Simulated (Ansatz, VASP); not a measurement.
One calculation of Mn, two programs

```
Mn
1.0
    -2.20015    2.20015    1.23324
     2.20015   -2.20015    1.23324
     2.20015    2.20015   -1.23324
Mn
2
Direct
  0.75000 0.25000 0.50000
  0.00000 0.00000 0.00000
```

Alike in both runs: task single point; functional PBEsol; k mesh 8 × 8 × 8; occupations gaussian, width 0.1 eV; collinear spin.

|  | VASP | Ansatz |
| --- | --- | --- |
| version | VASP 6.6.1 | Ansatz 0.2.0 |
| potentials or method | VASP PAW PBE potentials, release 64 (Mn_pv), cutoff 500 eV | scalar-relativistic, plane waves, PAW |
| valence electrons in the cell | 26 | 30 |

|  | VASP | Ansatz | Ansatz less VASP |
| --- | --- | --- | --- |
| gap on the k mesh at the Fermi level (eV) | none | none | - |
| pressure (GPa) | -10.5 | -10.6 | -0.08 |
| traceless stress, the component that is largest in VASP (GPa) | 3.06 | 3.21 | +0.155 |
| net moment per atom (μB) | 1.04 | 1.03 | -0.008 |
| size of the moment on the site where the two differ most (μB) | 1.03 | 0.98 | -0.053 |

VASP's potentials were made for PBE, not for PBEsol. Site moments also hang on the region over which each program counts them. A gap of «none» marks a metal or a gap that the smearing closes. VASP's potentials hold 26 valence electrons a cell and Ansatz's 30, so a difference there can come from the potentials and not from the codes.

The k mesh is coarse, so the values compare programs but aren't converged.
